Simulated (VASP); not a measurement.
Here is a VASP 6.6.1 calculation.

The input INCAR:

```
SYSTEM = Ti6H
PREC = Accurate
ENCUT = 520
EDIFF = 1E-7
ISMEAR = 0
SIGMA = 0.1
LREAL = .False.
LASPH = .True.
NELM = 80
ALGO = Normal
ISIF = 2
LWAVE = .False.
LCHARG = .False.
LDIPOL = .True.
IDIPOL = 3
DIPOL = 0.5 0.5 0.324
GGA = PE
NBANDS = 86
```

Contents of KPOINTS:

```
regular mesh
0
Gamma
  5 6 1
  0 0 0
```

Contents of POSCAR:

```
Ti6H
1.0
    5.6639455763      0.0000000000      0.0000000000
    0.0000000000      4.5793473381      0.0000000000
    0.0000000000      0.0000000000     24.5506933039
Ti H
12 2
Direct
    0.2500000000      0.0000000000      0.1629281891
    0.7500000000      0.0000000000      0.1629281891
    0.0000000000      0.5000000000      0.2167736627
    0.5000000000      0.5000000000      0.2167736627
    0.2500000000      0.0000000000      0.2706191363
    0.7500000000      0.0000000000      0.2706191363
    0.2500000000      0.5000000000      0.3256599435
    0.7500000000      0.5000000000      0.3256599435
    0.0000000000      0.0000000000      0.3779650127
    0.5000000000      0.0000000000      0.3779650127
    0.2500000000      0.5000000000      0.4297513383
    0.7500000000      0.5000000000      0.4297513383
   -0.1319751382      0.0000000000      0.4871835250
    0.1319751382      0.0000000000      0.4871835250
```

Potentials or basis: VASP PAW PBE potentials, release 64 (Ti_sv, H).

Command:

```console
$ cat potpaw_PBE.64/Ti_sv/POTCAR potpaw_PBE.64/H/POTCAR > POTCAR
$ mpirun -np 1 vasp_std > vasp.out
```

Predict the band gap on the k mesh.

zero (band 73 reaches 0.48 eV, above the bottom of band 74 at 0.34 eV).

Estimate the largest force.

1.200 eV/Å.

Forces in eV/Å, atoms in the order of the input:
```
Ti  -0.002  0.000  0.459
Ti   0.002  0.000  0.459
Ti   0.000  0.000 -0.073
Ti   0.000  0.000 -0.059
Ti   0.016  0.000 -0.377
Ti  -0.016  0.000 -0.377
Ti  -0.025  0.000  0.055
Ti   0.025  0.000  0.055
Ti   0.000  0.000  1.043
Ti   0.000  0.000  0.031
Ti   0.015  0.000  0.407
Ti  -0.015  0.000  0.407
H    0.641  0.000 -1.015
H   -0.641  0.000 -1.015
```
